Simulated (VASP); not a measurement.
# Na (Im-3m) in VASP: notebook

The runs below take Na through single point, with PBE.

All numbers are computed with VASP 6.6.1; they aren't measurements. Logs are shortened: lines on timing, memory, paths and dates and some standing lists are left out, and cuts for length are marked.

## Step 1: The cell of the first run

Symmetry: Im-3m, No. 229, cubic system. Conventional cell: a = 4.272 Å, b = 4.272 Å, c = 4.272 Å, α = 90.00°, β = 90.00°, γ = 90.00°. Within 4.9 Å of Na (site symmetry m-3m) lie 14 Na at 3.70 to 4.27 Å.

## Step 2: Single point, PBE (volume scaled by 1.06)

Input file INCAR:

```
SYSTEM = Na
  ALGO = Fast
  EDIFF = 1E-6
  ENCUT = 520
  GGA = PE
  ISIF = 2
  ISMEAR = 0
  LASPH = .True.
  LCHARG = .True.
  LELF = .True.
  LREAL = .False.
  LVHAR = .True.
  LWAVE = .False.
  NBANDS = 10
  NELM = 100
  PREC = Accurate
  SIGMA = 0.1
```

Input file KPOINTS:

```
k-points
0
Gamma
  14 14 14
  0 0 0
```

Input file POSCAR:

```
Na
1.0
   -2.1359993413      2.1359993413      2.1359993413
    2.1359993413     -2.1359993413      2.1359993413
    2.1359993413      2.1359993413     -2.1359993413
Na
1
Direct
    0.0000000000      0.0000000000      0.0000000000
```

Potentials or basis: VASP PAW PBE potentials, release 64 (Na_pv).

On the command line:

```console
$ cat potpaw_PBE.64/Na_pv/POTCAR > POTCAR
$ mpirun -np 1 vasp_std > vasp.out
```

OUTCAR:

```text
SYSTEM = Na
   EDIFF = 1E-6
   ENCUT = 520
   GGA = PE
   ISIF = 2
   ISMEAR = 0
   LASPH = .True.
   LREAL = .False.
   NELM = 100
   PREC = Accurate

 ion  position               nearest neighbor table
   1  0.000  0.000  0.000-

  LATTYP: Found a body centered cubic cell.
 ALAT       =     4.2719986826

  Lattice vectors:

 A1 = (  -2.1359993413,   2.1359993413,   2.1359993413)
 A2 = (   2.1359993413,  -2.1359993413,   2.1359993413)
 A3 = (   2.1359993413,   2.1359993413,  -2.1359993413)

Analysis of symmetry for initial positions (statically):
=====================================================================
 Subroutine PRICEL returns:
 Original cell was already a primitive cell.

 Routine SETGRP: Setting up the symmetry group for a
 body centered cubic supercell.

 Subroutine GETGRP returns: Found 48 space group operations
 (whereof 48 operations were pure point group operations)
 out of a pool of 48 trial point group operations.

The static configuration has the point symmetry O_h .

Analysis of symmetry for dynamics (positions and initial velocities):
=====================================================================
 Subroutine PRICEL returns:
 Original cell was already a primitive cell.

 Routine SETGRP: Setting up the symmetry group for a
 body centered cubic supercell.

 Subroutine GETGRP returns: Found 48 space group operations
 (whereof 48 operations were pure point group operations)
 out of a pool of 48 trial point group operations.

The dynamic configuration has the point symmetry O_h .

 Subroutine INISYM returns: Found 48 space group operations
 (whereof 48 operations are pure point group operations),
 and found     1 'primitive' translations

----------------------------------------------------------------------------------------

                                     Primitive cell

  volume of cell :      38.9819

  direct lattice vectors                    reciprocal lattice vectors
    -2.135999341  2.135999341  2.135999341     0.000000000  0.234082469  0.234082469
     2.135999341 -2.135999341  2.135999341     0.234082469  0.000000000  0.234082469
     2.135999341  2.135999341 -2.135999341     0.234082469  0.234082469  0.000000000

  length of vectors
     3.699659384  3.699659384  3.699659384     0.331042603  0.331042603  0.331042603

  position of ions in fractional coordinates (direct lattice)
     0.000000000  0.000000000  0.000000000

  ion indices of the primitive-cell ions
   primitive index   ion index
                 1           1

----------------------------------------------------------------------------------------

 KPOINTS: k-points

Automatic generation of k-mesh.
 Grid dimensions read from file:
 generate k-points for:   14   14   14

 Generating k-lattice:

  Cartesian coordinates                     Fractional coordinates (reciprocal lattice)
     0.000000000  0.016720176  0.016720176     0.071428571  0.000000000  0.000000000
     0.016720176  0.000000000  0.016720176     0.000000000  0.071428571  0.000000000
     0.016720176  0.016720176  0.000000000     0.000000000  0.000000000  0.071428571

  Length of vectors
     0.023645900  0.023645900  0.023645900

  Shift w.r.t. Gamma in fractional coordinates (k-lattice)
     0.000000000  0.000000000  0.000000000

 Subroutine IBZKPT returns following result:
 ===========================================

 Found    104 irreducible k-points:

 Following reciprocal coordinates:
            Coordinates               Weight
  0.000000  0.000000  0.000000      1.000000
  0.071429  0.000000  0.000000     12.000000
  0.142857  0.000000  0.000000     12.000000
  0.214286  0.000000  0.000000     12.000000
  0.285714  0.000000  0.000000     12.000000
  0.357143  0.000000  0.000000     12.000000
[... 16 lines left out ...]
  0.285714  0.285714  0.000000     24.000000
  0.357143  0.285714 -0.000000     24.000000
 [... further k-points ...]
   k-points           NKPTS =    104   k-points in BZ     NKDIM =    104   number of bands    NBANDS=     10
   number of dos      NEDOS =    301   number of ions     NIONS =      1
   total plane-waves  NPLWV =  21952
   dimension x,y,z NGX =    28 NGY =   28 NGZ =   28
   dimension x,y,z NGXF=    56 NGYF=   56 NGZF=   56
   ions per type =               1
   NGX,Y,Z   is equivalent  to a cutoff of  12.58, 12.58, 12.58 a.u.
   NGXF,Y,Z  is equivalent  to a cutoff of  25.16, 25.16, 25.16 a.u.
 SYSTEM =  Na
   PREC   = accura    normal or accurate (medium, high low for compatibility)
   ISTART =      0    job   : 0-new  1-cont  2-samecut
   ICHARG =      2    charge: 1-file 2-atom 10-const
   ISPIN  =      1    spin polarized calculation?
   LNONCOLLINEAR =      F non collinear calculations
   LSORBIT =      F    spin-orbit coupling
   LASPH  =      T    aspherical Exc in radial PAW
   ENCUT  =  520.0 eV  38.22 Ry    6.18 a.u.   6.88  6.88  6.88*2*pi/ulx,y,z
   NELM   =    100;   NELMIN=  2; NELMDL= -5     # of ELM steps
   EDIFF  = 0.1E-05   stopping-criterion for ELM
   LREAL  =      F    real-space projection
   EDIFFG = 0.1E-04   stopping-criterion for IOM
   NSW    =      0    number of steps for IOM
   IBRION =     -1    ionic relax: 0-MD 1-quasi-New 2-CG
   NFREE  =      0    steps in history (QN), initial steepest desc. (CG)
   ISIF   =      2    stress and relaxation
   ISYM   =      2    0-nonsym 1-usesym 2-fastsym
   POTIM  = 0.5000    time-step for ionic-motion
   TEBEG  =    0.0;   TEEND  =   0.0 temperature during run
   PSTRESS=    0.0 pullay stress
   NELECT =       7.0000    total number of electrons
   NUPDOWN=      -1.0000    fix difference up-down
   EMIN   =  10.00;   EMAX   =-10.00  energy-range for DOS
   EFERMI =   0.00;   METHOD = LEGACY
   ISMEAR =     0;   SIGMA  =   0.10  broadening in eV -4-tet -1-fermi 0-gaus
   EFERMI_NEDOS =   21; number of points for ismear=-14 and -15
   IALGO  =     68    algorithm
   IMIX   =      4    mixing-type and parameters
     AMIX     =   0.40;   BMIX     =  1.00
     AMIX_MAG =   1.60;   BMIX_MAG =  1.00
  volume/ion in A,a.u.               =      38.98       263.06
  Fermi-wavevector in a.u.,A,eV,Ry     =   0.923605  1.745361 11.606405  0.853047
  Thomas-Fermi vector in A             =   2.049260
   LORBIT       =      0    0 simple, 1 ext, 2 COOP (PROOUT), +10 PAW based schemes
   GGA     = PE    functional components
   LHFCALC =     F    Hartree Fock is set to
   AEXX    =    0.0000 exact exchange contribution
   IVDW    =     0    specifies the selected vdW correction
   LEPSILON=     F    determine dielectric tensor
   LRPA    =     F    only Hartree local field effects (RPA)
 non-spin polarized calculation
 RMM-DIIS sequential band-by-band and
 Gauss-broadening in eV      SIGMA  =   0.10
  energy-cutoff  :      520.00
  volume of cell :       38.98
 maximum number of plane-waves:      1067
   NGX = 13   NGY = 13   NGZ = 13

 number of electron       7.0000013 magnetization

 Free energy of the ion-electron system (eV)
  ---------------------------------------------------
  ext. energy  EPLUGINS =         0.00000000
  ---------------------------------------------------
  free energy    TOTEN  =        -1.30977110 eV

  energy without entropy =       -1.30669178  energy(sigma->0) =       -1.30823144

 E-fermi :   0.1650     XC(G=0):  -6.3729

 val. band max:        0.1380711626   @ k =  -0.3571   0.4286   0.1429
 cond. band min:       0.2169494831   @ k =   0.3571   0.0714   0.0714
 fundamental gap:      0.0788783205
 Fermi energy:         0.1650040763

 k-point     1 :       0.0000    0.0000    0.0000
  band No.  band energies     occupation
      1     -24.7522      2.00000
      2     -24.7522      2.00000
      3     -24.7522      2.00000
      4      -2.9853      2.00000
      5      11.5985      0.00000
      6      11.5985      0.00000
      7      11.5985      0.00000
      8      12.5709      0.00000
      9      12.5718      0.00000
     10      13.1185      0.00000

 k-point     2 :       0.0714    0.0000    0.0000
  band No.  band energies     occupation
      1     -24.7537      2.00000
      2     -24.7527      2.00000
      3     -24.7522      2.00000
      4      -2.8985      2.00000
      5      10.4287      0.00000
      6      11.0396      0.00000
      7      11.2275      0.00000
      8      11.8446      0.00000
      9      12.0574      0.00000
     10      13.3059      0.00000

 k-point     3 :       0.1429    0.0000    0.0000
  band No.  band energies     occupation
      1     -24.7578      2.00000
      2     -24.7541      2.00000
      3     -24.7522      2.00000
      4      -2.6388      2.00000
      5       8.6078      0.00000
      6      10.2183      0.00000
      7      10.6072      0.00000
      8      11.0312      0.00000
      9      11.7328      0.00000
     10      13.4420      0.00000

 k-point     4 :       0.2143    0.0000    0.0000
  band No.  band energies     occupation
      1     -24.7638      2.00000
      2     -24.7561      2.00000
      3     -24.7521      2.00000
      4      -2.2088      2.00000
      5       6.8567      0.00000
      6       9.4995      0.00000
      7      10.0431      0.00000
      8      10.3576      0.00000
      9      11.2926      0.00000
     10      13.7963      0.00000

 k-point     5 :       0.2857    0.0000    0.0000
  band No.  band energies     occupation
      1     -24.7704      2.00000
      2     -24.7584      2.00000
      3     -24.7521      2.00000
      4      -1.6123      2.00000
      5       5.2269      0.00000
      6       8.9296      0.00000
      7       9.5922      0.00000
      8       9.8334      0.00000
      9      10.8476      0.00000
     10      14.3062      0.00000

 k-point     6 :       0.3571    0.0000    0.0000
  band No.  band energies     occupation
      1     -24.7763      2.00000
      2     -24.7604      2.00000
      3     -24.7521      2.00000
      4      -0.8550      2.00000
      5       3.7311      0.00000
      6       8.5192      0.00000
      7       9.2674      0.00000
      8       9.4596      0.00000
      9      10.4864      0.00000
     10      14.8752      0.00000
[... 183 lines left out ...]
 k-point    21 :       0.2857    0.2143    0.0000
  band No.  band energies     occupation
      1     -24.7767      2.00000
      2     -24.7644      2.00000
      3     -24.7551      2.00000
      4       0.1371      1.30710
      5       3.5096      0.00000
      6       4.8173      0.00000
      7       8.2256      0.00000
      8      11.3344      0.00000
      9      12.6548      0.00000
     10      14.6409      0.00000

 k-point    22 :       0.3571    0.2143    0.0000
  band No.  band energies     occupation
      1     -24.7776      2.00000
      2     -24.7664      2.00000
      3     -24.7552      2.00000
      4       1.0917      0.00000
      5       2.2996      0.00000
      6       4.6206      0.00000
      7       8.0704      0.00000
      8      11.2401      0.00000
      9      13.3796      0.00000
     10      14.1757      0.00000

 k-point    23 :       0.2857    0.2857    0.0000
  band No.  band energies     occupation
      1     -24.7759      2.00000
      2     -24.7680      2.00000
      3     -24.7557      2.00000
      4       1.0222      0.00000
      5       3.0343      0.00000
      6       3.7311      0.00000
      7       7.9906      0.00000
      8      11.9178      0.00000
      9      12.6364      0.00000
     10      14.5019      0.00000

 k-point    24 :       0.3571    0.2857   -0.0000
  band No.  band energies     occupation
      1     -24.7748      2.00000
      2     -24.7702      2.00000
      3     -24.7558      2.00000
      4       1.8646      0.00000
      5       2.2472      0.00000
      6       3.4494      0.00000
      7       7.9119      0.00000
      8      12.0732      0.00000
      9      12.9498      0.00000
     10      13.9085      0.00000

 [... further k-points ...]

------------------------ aborting loop because EDIFF is reached ----------------------------------------

  FORCE on cell =-STRESS in cart. coord.  units (eV):
  Direction    XX          YY          ZZ          XY          YZ          ZX
  --------------------------------------------------------------------------------------
  -------------------------------------------------------------------------------------
  Total       -0.1163566     -0.1163566     -0.1163566      0.0000000     -0.0000000      0.0000000
  in kB       -4.7823169     -4.7823169     -4.7823169      0.0000000     -0.0000000      0.0000000
  external PRESSURE =      -4.7823169 kB  Pullay stress =       0.0000000 kB

 VOLUME and BASIS-vectors are now :
 -----------------------------------------------------------------------------
  energy-cutoff  :      520.00
  volume of cell :       38.98
      direct lattice vectors                 reciprocal lattice vectors
    -2.135999341  2.135999341  2.135999341     0.000000000  0.234082469  0.234082469
     2.135999341 -2.135999341  2.135999341     0.234082469  0.000000000  0.234082469
     2.135999341  2.135999341 -2.135999341     0.234082469  0.234082469  0.000000000

 POSITION                                       TOTAL-FORCE (eV/Angst)
 -----------------------------------------------------------------------------------
      0.00000      0.00000      0.00000         0.000000     -0.000000     -0.000000
 -----------------------------------------------------------------------------------
    total drift:                                0.000000     -0.000000      0.000000

  FREE ENERGIE OF THE ION-ELECTRON SYSTEM (eV)
  ---------------------------------------------------
  free  energy   TOTEN  =        -1.3097710963 eV

  energy  without entropy=       -1.3066917791  energy(sigma->0) =       -1.30823144
```

Wall time 37 s (1 thread of AMD EPYC 7R13 (Zen 3), shared host); peak memory 0.13 GiB.

Results:

```yaml
Free_energy: -1.3098 eV
Pressure: -0.5 GPa
```

Levels at points of the mesh, in eV from the Fermi level:
```csv
k point,band 1,band 2,band 3,band 4,band 5,band 6,band 7,band 8
"(0.00, 0.00, 0.00)",-24.92,-24.92,-24.92,-3.15,11.43,11.43,11.43,12.41
"(0.50, 0.00, 0.00)",-24.95,-24.93,-24.92,0.77,1.19,8.02,8.84,9.00
"(0.50, 0.50, 0.50)",-24.94,-24.94,-24.94,4.46,4.46,4.75,4.75,4.75
```

## Step 3: Single point, PBE (volume scaled by 1.10)

Input file INCAR:

```
SYSTEM = Na
  PREC = Accurate
  ENCUT = 520
  EDIFF = 1E-6
  ISMEAR = 0
  SIGMA = 0.1
  LREAL = .False.
  LASPH = .True.
  NELM = 100
  ALGO = Fast
  ISIF = 2
  LWAVE = .False.
  LCHARG = .True.
  GGA = PE
  LELF = .True.
  LVHAR = .True.
  NBANDS = 10
```

Input file KPOINTS:

```
Automatic mesh
0
Gamma
  14 14 14
  0 0 0
```

Input file POSCAR:

```
Na
1.0
   -2.1625362080      2.1625362080      2.1625362080
    2.1625362080     -2.1625362080      2.1625362080
    2.1625362080      2.1625362080     -2.1625362080
Na
1
Direct
    0.0000000000      0.0000000000      0.0000000000
```

Potentials or basis: VASP PAW PBE potentials, release 64 (Na_pv).

On the command line:

```console
$ cat potpaw_PBE.64/Na_pv/POTCAR > POTCAR
$ mpirun -np 1 vasp_std > vasp.out
```

It took 27 s on 1 thread of AMD EPYC 7R13 (Zen 3), shared host; peak memory 0.14 GiB.

Results (log left out):

```yaml
Free_energy: -1.3053 eV
Pressure: -0.7 GPa
```

Levels at points of the mesh, in eV from the Fermi level:
```csv
k point,band 1,band 2,band 3,band 4,band 5,band 6
"(0.00, 0.00, 0.00)",-24.95,-24.95,-24.95,-3.08,11.20,11.20
"(0.50, 0.00, 0.00)",-24.98,-24.96,-24.95,0.76,1.15,7.88
"(0.50, 0.50, 0.50)",-24.97,-24.97,-24.97,4.40,4.40,4.63
```
